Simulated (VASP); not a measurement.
Input of a VASP 6.6.1 run:

INCAR

```
SYSTEM = TiB2
  PREC = Accurate
  ENCUT = 600
  EDIFF = 1E-6
  ISMEAR = 0
  SIGMA = 0.1
  LREAL = .FALSE.
  LASPH = .TRUE.
  NELM = 80
  ALGO = Normal
  ISIF = 3
  LWAVE = .FALSE.
  LCHARG = .FALSE.
  GGA = PE
  IBRION = 2
  NSW = 90
  EDIFFG = -0.04
```

Contents of KPOINTS:

```
Automatic mesh
0
G
  4 4 6
  0 0 0
```

Contents of POSCAR:

```
TiB2
1.0
    4.2328455250      0.0000000000      0.0000000000
    0.0000000000      4.3617302445      0.0000000000
    0.0000000000      0.0000000000      2.8490306418
Ti B
2 4
Direct
    0.5000000000      0.5000000000      0.5000000000
    0.0000000000      0.0000000000      0.0000000000
    0.2250000000      0.8250000000      0.5000000000
    0.7250000000      0.6750000000      0.0000000000
    0.7750000000      0.1750000000      0.5000000000
    0.2750000000      0.3250000000      0.0000000000
```

Potentials or basis: VASP PAW PBE potentials, release 64 (Ti_sv, B).

Run with:

```console
$ cat potpaw_PBE.64/Ti_sv/POTCAR potpaw_PBE.64/B/POTCAR > POTCAR
$ mpirun -np 1 vasp_std > vasp.out
```

Question: What does it give for the relaxed cell?

Answer: a = 4.578 Å, b = 3.096 Å, c = 4.559 Å, α = 90.00°, β = 90.00°, γ = 90.00°.

Question: Estimate the relaxed volume.

Answer: 10.77 Å³/atom.

Question: Estimate the band gap on the k mesh.

Answer: Zero (bands 18 and 19 overlap by 0.80 eV).

Forces on the atoms (eV/Å):
```
Ti   0.000  0.000  0.000
Ti   0.000  0.000  0.000
B   -0.011  0.002  0.000
B   -0.011 -0.002  0.000
B    0.011 -0.002  0.000
B    0.011  0.002  0.000
```

Caveat: the k points lie up to 0.51 Å⁻¹ apart in the final cell, too coarse for converged energies and pressures of a metal; the volume moved by over 15 % at a fixed basis, so the end points are rough.
